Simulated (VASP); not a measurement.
Wanted: the native input for a VASP 6.6.1 run.

```
Task                   : single point
Functional             : PBE exchange alone
Potentials or basis    : VASP PAW PBE potentials, release 64 (Cd, S)
Cutoff                 : 520 eV
k mesh                 : 7 × 7 × 4
Occupations            : fermi-dirac, width 0.05 eV
Spin                   : no spin polarisation
Dipole correction      : no
Further INCAR settings : ALGO = Normal; EDIFF = 1e-07; NBANDS = 26
```

The structure of CdS (Greenockite) lies in POSCAR:

```
CdS
1.0
    4.1221468118      0.0000000000      0.0000000000
   -2.0610734059      3.5698838571      0.0000000000
    0.0000000000      0.0000000000      6.6917838725
Cd S
2 2
Direct
    0.6666666667      0.3333333333      0.5000000000
    0.3333333333      0.6666666667      0.0000000000
    0.6666666667      0.3333333333      0.8750000000
    0.3333333333      0.6666666667      0.3750000000
```

These files were run (other wordings do the same):

INCAR

```
SYSTEM = CdS
PREC = Accurate ; ENCUT = 520
EDIFF = 1E-7 ; ISMEAR = -1
SIGMA = 0.05 ; LREAL = .FALSE.
LASPH = .TRUE. ; NELM = 100
ALGO = Normal ; ISIF = 2
LWAVE = .FALSE. ; LCHARG = .TRUE.
GGA = PE ; ALDAC = 0.0
AGGAC = 0.0 ; LELF = .TRUE.
LVHAR = .TRUE. ; NBANDS = 26
```

KPOINTS

```
Automatic mesh
0
G
  7 7 4
  0 0 0
```

Potentials or basis: VASP PAW PBE potentials, release 64 (Cd, S).

Command:

```bash
$ cat potpaw_PBE.64/Cd/POTCAR potpaw_PBE.64/S/POTCAR > POTCAR
$ mpirun -np 1 vasp_std > vasp.out
```

It gave:

```json
{
  "Pressure": "12.7 GPa",
  "Largest force": "0.071 eV/Å",
  "Band gap on the k mesh": "1.23 eV, direct"
}
```

It took 27 s on 1 thread of Intel(R) Xeon(R) Platinum 8559C (Emerald Rapids), with other jobs on the host, peak memory 0.23 GiB.
